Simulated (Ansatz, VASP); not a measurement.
ZrAg3: VASP beside Ansatz

File INCAR:

```
SYSTEM = ZrAg3
ALGO = Normal
EDIFF = 1E-7
ENCUT = 520
GGA = PE
ISIF = 2
ISMEAR = 0
LASPH = .TRUE.
LCHARG = .TRUE.
LELF = .TRUE.
LREAL = .FALSE.
LVHAR = .TRUE.
LWAVE = .FALSE.
NBANDS = 30
NELM = 80
PREC = Accurate
SIGMA = 0.05
```

The input KPOINTS:

```
k-points
0
G
  8 8 8
  0 0 0
```

POSCAR

```
ZrAg3
1.0
    4.2726351013      0.0000000000      0.0000000000
    0.0000000000      4.2726351013      0.0000000000
    0.0000000000      0.0000000000      4.2726351013
Zr Ag
1 3
Direct
    0.0000000000      0.0000000000      0.0000000000
    0.0000000000      0.5000000000      0.5000000000
    0.5000000000      0.5000000000      0.0000000000
    0.5000000000      0.0000000000      0.5000000000
```

Input for Ansatz:

```yaml
crystal:
  lattice:
    - [4.2726351013, 0.0, 0.0]
    - [0.0, 4.2726351013, 0.0]
    - [0.0, 0.0, 4.2726351013]
  atoms:
    - { symbol: Zr, position: [0.0, 0.0, 0.0] }
    - { symbol: Ag, position: [0.0, 0.5, 0.5] }
    - { symbol: Ag, position: [0.5, 0.5, 0.0] }
    - { symbol: Ag, position: [0.5, 0.0, 0.5] }
basis:
  ecutwfc: 420
  ecutrho_ratio: 4
kpoints:
  mp_grid: { grid: [8, 8, 8] }
hamiltonian:
  xc: pbe
scf:
  occupations: { method: gaussian, width: 0.05 }
  lower_state_search: light
output:
  forces: true
  stress: true
```

Alike in both runs: task single point; functional PBE; k mesh 8 × 8 × 8; occupations gaussian, width 0.05 eV; no spin polarisation.

|  | VASP | Ansatz |
| --- | --- | --- |
| version | VASP 6.6.1 | Ansatz 0.2.0 |
| potentials or method | VASP PAW PBE potentials, release 64 (Zr_sv, Ag), cutoff 520 eV | scalar-relativistic, plane waves, PAW |
| valence electrons in the cell | 45 | 69 |

|  | VASP | Ansatz | Ansatz less VASP |
| --- | --- | --- | --- |
| pressure (GPa) | 0.0 | 0.0 | +0.02 |

With one functional, cell and mesh, what is left measures potentials, basis and numerics. VASP's potentials hold 45 valence electrons a cell and Ansatz's 69, so a difference there can come from the potentials and not from the codes.
